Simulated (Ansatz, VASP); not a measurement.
**Al3BAs4 in VASP and in Ansatz**

```
CELL_PARAMETERS angstrom
3.88058 -0.00210 0.00008
-0.00211 3.88008 -0.00126
0.00005 -0.00355 11.15674
ATOMIC_POSITIONS crystal
Al 0.99994 0.00001 0.73499
Al 0.50003 0.50025 0.00004
Al 0.99998 0.00004 0.26504
B 0.50007 0.50004 0.49996
As 0.49998 0.99995 0.86741
As 0.00002 0.49988 0.13262
As 0.49998 0.99998 0.39932
As 0.99998 0.49985 0.60061
```

Change from the starting cell: cell x1, atoms moved at random (sigma 0.1 Å) and cell strained at random (1.5 %), then relaxed without symmetry.

Alike in both runs: functional PBE; k mesh 4 × 4 × 2; occupations gaussian, width 0.1 eV; no spin polarisation.

Ansatz relaxed the structure, and its values are those at the end. VASP's run is a single point on that final structure, the one shown.

```csv
,VASP,Ansatz
version,VASP 6.6.1,Ansatz 0.2.0
potentials or method,"VASP PAW PBE potentials, release 64 (Al, B, As), cutoff 520 eV","scalar-relativistic, plane waves, PAW"
valence electrons in the cell,32,72
```

```csv
,VASP,Ansatz,Ansatz less VASP
gap on the k mesh at the Fermi level (eV),0.85,0.86,+0.004
least direct gap on the mesh (eV),0.85,0.86,+0.004
pressure (GPa),0.3,0.1,-0.19
```

The functional is the same, so the differences come from potentials, cutoffs and numerics. VASP's potentials hold 32 valence electrons a cell and Ansatz's 72, so a difference there can come from the potentials and not from the codes.
